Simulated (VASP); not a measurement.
# Ti4CuAg: single point with LDA

Ti4CuAg:

```
Ti Cu Ag
1.0
     2.93379    0.00000    0.00000
     0.00000    2.93379    0.00000
     0.00000    0.00000   11.25451
Ti Cu Ag
4 1 1
Direct
  0.50000 0.50000 0.18097
  0.00000 0.00000 0.65245
  0.00000 0.00000 0.34755
  0.50000 0.50000 0.81903
  0.50000 0.50000 0.50000
  0.00000 0.00000 0.00000
```

```json
{
 "Program": "VASP 6.6.1",
 "Task": "single point",
 "Functional": "LDA",
 "Potentials or basis": "VASP PAW LDA potentials, release 64 (Ti_sv, Cu, Ag)",
 "Cutoff": "520 eV",
 "k mesh": "3 × 3 × 1",
 "Occupations": "fermi-dirac, width 0.05 eV",
 "Spin": "no spin polarisation",
 "Dipole correction": "no",
 "Further INCAR settings": "ALGO = Normal; EDIFF = 1e-07; NBANDS = 44"
}
```

```
Pressure               : -8.8 GPa
Largest force          : 0.415 eV/Å
Band gap on the k mesh : zero (bands 35 and 36 overlap by 0.07 eV)
```

Forces in eV/Å, atoms in the order of the input:
```
Ti   0.000  0.000  0.415
Ti   0.000  0.000  0.245
Ti   0.000  0.000 -0.245
Ti   0.000  0.000 -0.415
Cu   0.000  0.000  0.000
Ag   0.000  0.000  0.000
```

Stress tensor (GPa, compression positive):
```
-11.16   0.00   0.00
  0.00 -11.16   0.00
  0.00   0.00  -3.94
```

Levels at points of the mesh, in eV from the Fermi level:
| k point | band 33 | band 34 | band 35 | band 36 | band 37 | band 38 |
| --- | --- | --- | --- | --- | --- | --- |
| (0.00, 0.00, 0.00) | -1.37 | -0.85 | 0.13 | 0.30 | 0.92 | 0.92 |

Wall time 45 s on 1 thread of Intel Xeon 8259CL, on a shared host, peak memory 0.18 GiB.

Caveat: the k points lie up to 0.71 Å⁻¹ apart.
